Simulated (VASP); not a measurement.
A run of VASP 6.6.1:

Contents of POSCAR:

```
Ge
1.0
    0.0000000000      2.8289100000      2.8289100000
    2.8289100000      0.0000000000      2.8289100000
    2.8289100000      2.8289100000      0.0000000000
Ge
2
Direct
    0.7500000000      0.7500000000      0.7500000000
    0.5000000000      0.5000000000      0.5000000000
```

The input INCAR.step1:

```
SYSTEM = Ge
ALGO = Normal ; EDIFF = 1E-5
ENCUT = 520 ; GGA = PE
ISIF = 2 ; ISMEAR = -1
LASPH = .True. ; LCHARG = .False.
LREAL = .False. ; LWAVE = .True.
NBANDS = 21 ; NELM = 100
PREC = Accurate ; SIGMA = 0.05
```

File INCAR.step2:

```
SYSTEM = Ge
AEXX = 0.1 ; ALGO = Normal
EDIFF = 1E-7 ; ENCUT = 520
GGA = PE ; ISIF = 2
ISMEAR = -1 ; ISTART = 1
LASPH = .True. ; LCHARG = .False.
LHFCALC = .True. ; LREAL = .False.
LWAVE = .False. ; NBANDS = 21
NELM = 100 ; PREC = Accurate
PRECFOCK = Normal ; SIGMA = 0.05
```

Contents of KPOINTS:

```
k-points
0
Gamma
  5 5 5
  0 0 0
```

Potentials or basis: VASP PAW PBE potentials, release 64 (Ge_d).

Launch:

```bash
$ cat potpaw_PBE.64/Ge_d/POTCAR > POTCAR
$ cp INCAR.step1 INCAR
$ mpirun -np 1 vasp_std > vasp.out
$ cp INCAR.step2 INCAR
$ mpirun -np 1 vasp_std > vasp.out
```

Hardware: 1 thread of Intel(R) Xeon(R) Platinum 8375C CPU @ 2.90GHz (Ice Lake), with other jobs on the host.

How long does it take, and how much memory?

Run time: 38 min on 1 thread of Intel(R) Xeon(R) Platinum 8375C CPU @ 2.90GHz (Ice Lake), with other jobs on the host, peak memory 0.18 GiB. Counts: k points 10.
